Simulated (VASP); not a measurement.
# Li3Mg in VASP: single point with r2SCAN

Aim: the single point of Li3Mg with r2SCAN.

Program: VASP 6.6.1. These are calculated values, not measurements. Logs are shortened: lines on timing, memory, paths and dates and some standing lists are left out, and cuts for length are marked.

## 1. The cell of the first run

The cell holds a slab with vacuum, 12 atoms: a = 4.849 Å, b = 4.849 Å, c = 24.888 Å, α = 90.00°, β = 90.00°, γ = 60.00°.

## 2. Single point, r2SCAN

Contents of POSCAR:

```
Li3Mg
1.0
    4.8491657713      0.0000000000      0.0000000000
    2.4245828857      4.1995007451      0.0000000000
    0.0000000000      0.0000000000     24.8881499998
Li Mg
9 3
Direct
    0.0000000000      1.0000000000      0.4005719772
    0.3333333333      0.3333333333      0.3608007681
    0.6666666667      0.6666666667      0.3210295590
    0.6666666667      0.6666666667      0.5596568137
    0.0000000000      1.0000000000      0.5198856046
    0.3333333333      0.3333333333      0.4801143954
    0.3333333333      0.3333333333      0.7187416501
    0.6666666667      0.6666666667      0.6789704410
    0.0000000000      1.0000000000      0.6391992319
    0.0000000000      0.0000000000      0.2812583499
    0.6666666667      0.6666666667      0.4403431863
    0.3333333333      0.3333333333      0.5994280228
```

Contents of INCAR.step1:

```
ALGO     = Normal         # electronic algorithm
DIPOL    = 0.5 0.5 0.500
EDIFF    = 1E-5           # SCF threshold, eV
ENCUT    = 720            # plane-wave cutoff, eV
GGA      = PE             # functional
GGA_COMPAT= False        
IDIPOL   = 3            
ISMEAR   = -1             # smearing method
LASPH    = True           # aspherical terms in the spheres
LCHARG   = False          # write CHGCAR
LDIPOL   = True         
LREAL    = False          # projectors in reciprocal space
LWAVE    = True           # write WAVECAR
NBANDS   = 28             # bands
NELM     = 120            # most SCF steps
NELMDL   = -8           
PREC     = Accurate       # precision mode
SIGMA    = 0.1            # smearing width, eV
```

Contents of INCAR.step2:

```
ALGO     = Normal         # electronic algorithm
DIPOL    = 0.5 0.5 0.500
EDIFF    = 1E-6           # SCF threshold, eV
ENCUT    = 720            # plane-wave cutoff, eV
GGA_COMPAT= False        
IDIPOL   = 3            
ISIF     = 2              # what is computed and relaxed
ISMEAR   = -1             # smearing method
ISTART   = 1            
LASPH    = True           # aspherical terms in the spheres
LCHARG   = True           # write CHGCAR
LDIPOL   = True         
LELF     = True           # ELF
LMIXTAU  = True         
LREAL    = False          # projectors in reciprocal space
LVACPOTAV= True         
LVHAR    = True         
LWAVE    = False          # write WAVECAR
METAGGA  = R2SCAN         # meta-GGA
NBANDS   = 28             # bands
NELM     = 120            # most SCF steps
PREC     = Accurate       # precision mode
SIGMA    = 0.1            # smearing width, eV
```

Contents of KPOINTS:

```
k-points
0
Gamma
  4 4 1
```

Potentials or basis: VASP PAW PBE potentials, release 64 (Li_sv, Mg).

Launch:

```sh
$ cat potpaw_PBE.64/Li_sv/POTCAR potpaw_PBE.64/Mg/POTCAR > POTCAR
$ cp INCAR.step1 INCAR
$ mpirun -np 1 vasp_std > vasp.out
$ cp INCAR.step2 INCAR
$ mpirun -np 1 vasp_std > vasp.out
```

OUTCAR:

```text
EDIFF = 1E-6
   ENCUT = 720
   ISIF = 2
   ISMEAR = -1
   ISTART = 1
   LASPH = True
   LREAL = False
   METAGGA = R2SCAN
   NELM = 120
   PREC = Accurate

 ion  position               nearest neighbor table
   1  0.000  0.000  0.401-  10 2.97  11 2.97  11 2.97  11 2.97
   2  0.333  0.333  0.361-
   3  0.667  0.667  0.321-  11 2.97  10 2.97  10 2.97  10 2.97
   4  0.667  0.667  0.560-  12 2.97  12 2.97  12 2.97  11 2.97
   5  0.000  0.000  0.520-
   6  0.333  0.333  0.480-  11 2.97  11 2.97  11 2.97  12 2.97
   7  0.333  0.333  0.719-  12 2.97
   8  0.667  0.667  0.679-
   9  0.000  0.000  0.639-  12 2.97  12 2.97  12 2.97
  10  0.000  0.000  0.281-   1 2.97   3 2.97   3 2.97   3 2.97
  11  0.667  0.667  0.440-   3 2.97   6 2.97   6 2.97   1 2.97   1 2.97   1 2.97   6 2.97   4 2.97

  12  0.333  0.333  0.599-   7 2.97   4 2.97   4 2.97   9 2.97   9 2.97   9 2.97   4 2.97   6 2.97

  LATTYP: Found a hexagonal cell.
 ALAT       =     4.8491657713
 C/A-ratio  =     5.1324601330

  Lattice vectors:

 A1 = (  -2.4245828857,  -4.1995007451,   0.0000000000)
 A2 = (   4.8491657713,   0.0000000000,   0.0000000000)
 A3 = (   0.0000000000,   0.0000000000,  24.8881499998)

Analysis of symmetry for initial positions (statically):
=====================================================================
 Subroutine PRICEL returns:
 Original cell was already a primitive cell.

 Routine SETGRP: Setting up the symmetry group for a
 hexagonal supercell.

 Subroutine GETGRP returns: Found  6 space group operations
 (whereof  6 operations were pure point group operations)
 out of a pool of 24 trial point group operations.

The static configuration has the point symmetry C_3v.

Analysis of symmetry for dynamics (positions and initial velocities):
=====================================================================
 Subroutine PRICEL returns:
 Original cell was already a primitive cell.

 Routine SETGRP: Setting up the symmetry group for a
 hexagonal supercell.

 Subroutine GETGRP returns: Found  6 space group operations
 (whereof  6 operations were pure point group operations)
 out of a pool of 24 trial point group operations.

The dynamic configuration has the point symmetry C_3v.

 Subroutine INISYM returns: Found  6 space group operations
 (whereof  6 operations are pure point group operations),
 and found     1 'primitive' translations

----------------------------------------------------------------------------------------

                                     Primitive cell

  volume of cell :     506.8242

  direct lattice vectors                    reciprocal lattice vectors
     4.849165771  0.000000000  0.000000000     0.206221038 -0.119061772  0.000000000
     2.424582886  4.199500745  0.000000000     0.000000000  0.238123544  0.000000000
     0.000000000  0.000000000 24.888150000     0.000000000  0.000000000  0.040179764

  length of vectors
     4.849165771  4.849165771 24.888150000     0.238123544  0.238123544  0.040179764

  position of ions in fractional coordinates (direct lattice)
     0.000000000  0.000000000  0.400571977
     0.333333333  0.333333333  0.360800768
     0.666666667  0.666666667  0.321029559
     0.666666667  0.666666667  0.559656814
     0.000000000  0.000000000  0.519885605
     0.333333333  0.333333333  0.480114395
     0.333333333  0.333333333  0.718741650
     0.666666667  0.666666667  0.678970441
     0.000000000  0.000000000  0.639199232
     0.000000000  0.000000000  0.281258350
     0.666666667  0.666666667  0.440343186
     0.333333333  0.333333333  0.599428023

  ion indices of the primitive-cell ions
   primitive index   ion index
                 1           1
                 2           2
                 3           3
                 4           4
                 5           5
                 6           6
                 7           7
                 8           8
                 9           9
                10          10
                11          11
                12          12

----------------------------------------------------------------------------------------

 KPOINTS: k-points

Automatic generation of k-mesh.
 Grid dimensions read from file:
 generate k-points for:    4    4    1

 Generating k-lattice:

  Cartesian coordinates                     Fractional coordinates (reciprocal lattice)
     0.051555260 -0.029765443  0.000000000     0.250000000  0.000000000  0.000000000
     0.000000000  0.059530886  0.000000000     0.000000000  0.250000000  0.000000000
     0.000000000  0.000000000  0.040179764     0.000000000  0.000000000  1.000000000

  Length of vectors
     0.059530886  0.059530886  0.040179764

  Shift w.r.t. Gamma in fractional coordinates (k-lattice)
     0.000000000  0.000000000  0.000000000

 Subroutine IBZKPT returns following result:
 ===========================================

 Found      4 irreducible k-points:

 Following reciprocal coordinates:
            Coordinates               Weight
  0.000000  0.000000  0.000000      1.000000
  0.250000  0.000000  0.000000      6.000000
  0.500000  0.000000  0.000000      3.000000
  0.500000  0.250000  0.000000      6.000000
   k-points           NKPTS =      4   k-points in BZ     NKDIM =      4   number of bands    NBANDS=     28
   number of dos      NEDOS =    301   number of ions     NIONS =     12
   total plane-waves  NPLWV = 395136
   dimension x,y,z NGX =    42 NGY =   42 NGZ =  224
   dimension x,y,z NGXF=    84 NGYF=   84 NGZF=  448
   ions per type =               9   3
   NGX,Y,Z   is equivalent  to a cutoff of  14.40, 14.40, 14.96 a.u.
   NGXF,Y,Z  is equivalent  to a cutoff of  28.80, 28.80, 29.93 a.u.
 SYSTEM =  unknown system
   PREC   = accura    normal or accurate (medium, high low for compatibility)
   ISTART =      1    job   : 0-new  1-cont  2-samecut
   ICHARG =      0    charge: 1-file 2-atom 10-const
   ISPIN  =      1    spin polarized calculation?
   LNONCOLLINEAR =      F non collinear calculations
   LSORBIT =      F    spin-orbit coupling
   LASPH  =      T    aspherical Exc in radial PAW
   ENCUT  =  720.0 eV  52.92 Ry    7.27 a.u.  10.61 10.61 54.45*2*pi/ulx,y,z
   NELM   =    120;   NELMIN=  2; NELMDL=  0     # of ELM steps
   EDIFF  = 0.1E-05   stopping-criterion for ELM
   LREAL  =      F    real-space projection
   EDIFFG = 0.1E-04   stopping-criterion for IOM
   NSW    =      0    number of steps for IOM
   IBRION =     -1    ionic relax: 0-MD 1-quasi-New 2-CG
   NFREE  =      0    steps in history (QN), initial steepest desc. (CG)
   ISIF   =      2    stress and relaxation
   ISYM   =      2    0-nonsym 1-usesym 2-fastsym
   POTIM  = 0.5000    time-step for ionic-motion
   TEBEG  =    0.0;   TEEND  =   0.0 temperature during run
   PSTRESS=    0.0 pullay stress
   NELECT =      33.0000    total number of electrons
   NUPDOWN=      -1.0000    fix difference up-down
   EMIN   =  10.00;   EMAX   =-10.00  energy-range for DOS
   EFERMI =   0.00;   METHOD = LEGACY
   ISMEAR =    -1;   SIGMA  =   0.10  broadening in eV -4-tet -1-fermi 0-gaus
   EFERMI_NEDOS =   21; number of points for ismear=-14 and -15
   IALGO  =     38    algorithm
   IMIX   =      4    mixing-type and parameters
     AMIX     =   0.40;   BMIX     =  1.00
     AMIX_MAG =   1.60;   BMIX_MAG =  1.00
  volume/ion in A,a.u.               =      42.24       285.02
  Fermi-wavevector in a.u.,A,eV,Ry     =   0.658608  1.244589  5.901725  0.433765
  Thomas-Fermi vector in A             =   1.730483
   LORBIT       =      0    0 simple, 1 ext, 2 COOP (PROOUT), +10 PAW based schemes
   METAGGA = R2SCAN    functional components
   LHFCALC =     F    Hartree Fock is set to
   AEXX    =    0.0000 exact exchange contribution
   IVDW    =     0    specifies the selected vdW correction
   LEPSILON=     F    determine dielectric tensor
   LRPA    =     F    only Hartree local field effects (RPA)
 non-spin polarized calculation
  energy-cutoff  :      720.00
  volume of cell :      506.82
 maximum number of plane-waves:     22333
   NGX = 21   NGY = 21   NGZ =109

 number of electron      33.0000029 magnetization

 dipolmoment           0.000000      0.000000     -0.052877 electrons x Angstroem

 Free energy of the ion-electron system (eV)
  ---------------------------------------------------
  ext. energy  EPLUGINS =         0.00000000
  ---------------------------------------------------
  free energy    TOTEN  =       -32.38765309 eV

  energy without entropy =      -32.16845296  energy(sigma->0) =      -32.27805303

 E-fermi :  -0.9729     XC(G=0):  -4.5615

 val. band max:       -1.0551823603   @ k =   0.5000   0.0000   0.0000
 cond. band min:      -0.9610600094   @ k =   0.5000   0.2500   0.0000
 fundamental gap:      0.0941223509
 Fermi energy:        -0.9728516830

 k-point     1 :       0.0000    0.0000    0.0000
  band No.  band energies     occupation
      1     -50.1365      2.00000
      2     -49.3679      2.00000
      3     -49.2402      2.00000
      4     -49.0713      2.00000
      5     -48.9052      2.00000
      6     -48.8794      2.00000
[... 20 lines left out ...]
     27       2.8209      0.00000
     28       2.8209      0.00000

 k-point     2 :       0.2500    0.0000    0.0000
  band No.  band energies     occupation
      1     -50.1364      2.00000
      2     -49.3679      2.00000
      3     -49.2400      2.00000
      4     -49.0714      2.00000
      5     -48.9049      2.00000
      6     -48.8795      2.00000
[... 20 lines left out ...]
     27       2.7325      0.00000
     28       2.8295      0.00000

 k-point     3 :       0.5000    0.0000    0.0000
  band No.  band energies     occupation
      1     -50.1364      2.00000
      2     -49.3679      2.00000
      3     -49.2399      2.00000
      4     -49.0714      2.00000
      5     -48.9046      2.00000
      6     -48.8795      2.00000
[... 20 lines left out ...]
     27       2.2902      0.00000
     28       2.7295      0.00000

 k-point     4 :       0.5000    0.2500    0.0000
  band No.  band energies     occupation
      1     -50.1364      2.00000
      2     -49.3679      2.00000
      3     -49.2399      2.00000
      4     -49.0714      2.00000
      5     -48.9046      2.00000
      6     -48.8795      2.00000
[... 20 lines left out ...]
     27       3.3118      0.00000
     28       3.4781      0.00000

------------------------ aborting loop because EDIFF is reached ----------------------------------------

  FORCE on cell =-STRESS in cart. coord.  units (eV):
  Direction    XX          YY          ZZ          XY          YZ          ZX
  --------------------------------------------------------------------------------------
  -------------------------------------------------------------------------------------
  Total       -0.7455872     -0.7455872     -0.5096016     -0.0000000      0.0000000      0.0000000
  in kB       -2.3569573     -2.3569573     -1.6109573     -0.0000000      0.0000000      0.0000000
  external PRESSURE =      -2.1082906 kB  Pullay stress =       0.0000000 kB

 VOLUME and BASIS-vectors are now :
 -----------------------------------------------------------------------------
  energy-cutoff  :      720.00
  volume of cell :      506.82
      direct lattice vectors                 reciprocal lattice vectors
     4.849165771  0.000000000  0.000000000     0.206221038 -0.119061772  0.000000000
     2.424582886  4.199500745  0.000000000     0.000000000  0.238123544  0.000000000
     0.000000000  0.000000000 24.888150000     0.000000000  0.000000000  0.040179764

 POSITION                                       TOTAL-FORCE (eV/Angst)
 -----------------------------------------------------------------------------------
      0.00000      0.00000      9.96950         0.000000     -0.000000     -0.061477
      2.42458      1.39983      8.97966         0.000000     -0.000000     -0.073841
      4.84917      2.79967      7.98983         0.000000     -0.000000      0.140931
      4.84917      2.79967     13.92882         0.000000     -0.000000      0.071102
      0.00000      0.00000     12.93899         0.000000     -0.000000      0.020741
      2.42458      1.39983     11.94916         0.000000     -0.000000     -0.074463
      2.42458      1.39983     17.88815         0.000000     -0.000000      0.150338
      4.84917      2.79967     16.89832         0.000000     -0.000000     -0.346678
      0.00000      0.00000     15.90849         0.000000     -0.000000      0.110587
      0.00000      0.00000      7.00000        -0.000000      0.000000      0.113029
      4.84917      2.79967     10.95933        -0.000000     -0.000000     -0.076182
      2.42458      1.39983     14.91865         0.000000     -0.000000      0.025912
 -----------------------------------------------------------------------------------
    total drift:                                0.000006      0.000003     -0.028626

  FREE ENERGIE OF THE ION-ELECTRON SYSTEM (eV)
  ---------------------------------------------------
  free  energy   TOTEN  =       -32.3876530934 eV

  energy  without entropy=      -32.1684529587  energy(sigma->0) =      -32.27805303

 vacuum level on the upper side and lower side of the slab         1.967         2.437
```

It took 39 min on 1 thread of Intel Xeon Platinum 8375C at 2.90GHz (Ice Lake), shared host; peak memory 0.93 GiB.

Results:

```yaml
Free_energy: -32.3877 eV
Largest_force: 0.347 eV/Å
Band_gap_on_the_k_mesh: zero (an odd number of electrons rules out a gap without spin polarisation)
```

Forces in eV/Å, atoms in the order of the input:
```
Li   0.000  0.000 -0.061
Li   0.000  0.000 -0.074
Li   0.000  0.000  0.141
Li   0.000  0.000  0.071
Li   0.000  0.000  0.021
Li   0.000  0.000 -0.074
Li   0.000  0.000  0.150
Li   0.000  0.000 -0.347
Li   0.000  0.000  0.111
Mg   0.000  0.000  0.113
Mg   0.000  0.000 -0.076
Mg   0.000  0.000  0.026
```

Caveat: the k points lie up to 0.37 Å⁻¹ apart, too coarse for converged energies and pressures of a metal; the PAW data sets were made with another functional, which shifts forces and pressure a little.
